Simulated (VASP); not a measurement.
Pd, 1 atom in the cell. The structure is cubic, space group Im-3m (No. 229). The conventional cell has a = 3.145 Å, b = 3.145 Å, c = 3.145 Å, α = 90.00°, β = 90.00°, γ = 90.00°. Within 3.6 Å of Pd (site symmetry m-3m) lie 14 Pd at 2.72 to 3.14 Å. 

| Item | Value |
| --- | --- |
| Program | VASP 6.6.1 |
| Task | relaxation of cell and atoms |
| Functional | PBEsol |
| Potentials or basis | VASP PAW PBE potentials, release 64 (Pd) |
| Cutoff | 600 eV |
| k mesh | 12 × 12 × 12 |
| Occupations | fermi-dirac, width 0.05 eV |
| Spin | no spin polarisation |
| Target pressure | 5 GPa |
| Dipole correction | no |
| Further INCAR settings | ALGO = Normal; EDIFF = 1e-06; IBRION = 2; EDIFFG = -0.005; NSW = 80; ISIF = 3 |

Potentials or basis: VASP PAW PBE potentials, release 64 (Pd).

Command:

```sh
$ cat potpaw_PBE.64/Pd/POTCAR > POTCAR
$ mpirun -np 1 vasp_std > vasp.out
```

Hardware: 1 thread of AMD EPYC 7R13 (shared host).

How long does it take, and how much memory?

Run time: 82 s on 1 thread of AMD EPYC 7R13 (shared host), peak memory 0.13 GiB. Counts: scf iterations 46, k points 72, ion steps 7.
